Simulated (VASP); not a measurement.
Here is a VASP 6.6.1 calculation.

The input INCAR:

```
SYSTEM = Ti
  ALGO = Fast
  EDIFF = 1E-7
  ENCUT = 520
  GGA = PS
  ISIF = 2
  ISMEAR = 0
  LASPH = .True.
  LCHARG = .True.
  LELF = .True.
  LREAL = .False.
  LVHAR = .True.
  LWAVE = .False.
  NBANDS = 12
  NELM = 80
  PREC = Accurate
  SIGMA = 0.15
```

File KPOINTS:

```
k-points
0
Gamma
  26 26 26
  0 0 0
```

Contents of POSCAR:

```
Ti
1.0
   -1.7455637184      1.6051160629      1.6051160629
    1.7455637184     -1.6051160629      1.6051160629
    1.7455637184      1.6051160629     -1.6051160629
Ti
1
Direct
    0.0000000000      0.0000000000      0.0000000000
```

Potentials or basis: VASP PAW PBE potentials, release 64 (Ti_sv).

The run is started by

```bash
$ cat potpaw_PBE.64/Ti_sv/POTCAR > POTCAR
$ mpirun -np 1 vasp_std > vasp.out
```

(1) What does it give for the band gap on the k mesh?

(2) What does it give for the pressure?

Results:

(1) zero (bands 6 and 7 overlap by 1.57 eV).

(2) -8.2 GPa.

Caveat: the cell differs from its parent crystal (strain +0.0875 x Voigt [1, 0, 0, 0, 0, 0]); the cell stands under tension; the PAW data sets were made with another functional, which shifts forces and pressure a little.
